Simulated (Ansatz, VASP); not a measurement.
One calculation of In3GaP4, two programs

```
CELL_PARAMETERS angstrom
5.46137 0.00000 0.00000
0.00000 5.46137 0.00000
0.00000 0.00000 5.46137
ATOMIC_POSITIONS crystal
In 0.00000 0.00000 0.50000
In 0.50000 0.00000 0.00000
In 0.00000 0.50000 0.00000
Ga 0.50000 0.50000 0.50000
P 0.50000 0.50000 0.00000
P 0.00000 0.50000 0.50000
P 0.50000 0.00000 0.50000
P 0.00000 0.00000 0.00000
```

Alike in both runs: functional PBE; k mesh 8 × 8 × 8; occupations gaussian, width 0.1 eV; no spin polarisation.

Ansatz relaxed the structure, and its values are those at the end. VASP's run is a single point on that final structure, the one shown.

|  | VASP | Ansatz |
| --- | --- | --- |
| version | VASP 6.6.1 | Ansatz 0.2.0 |
| potentials or method | VASP PAW PBE potentials, release 64 (In_d, Ga_d, P), cutoff 520 eV | scalar-relativistic, plane waves, PAW |
| valence electrons in the cell | 72 | 72 |

|  | VASP | Ansatz | Ansatz less VASP |
| --- | --- | --- | --- |
| gap on the k mesh at the Fermi level (eV) | none | none | - |
| pressure (GPa) | 0.0 | 0.0 | +0.01 |

A gap of «none» marks a metal or a gap that the smearing closes. With one functional, cell and mesh, what is left measures potentials, basis and numerics.
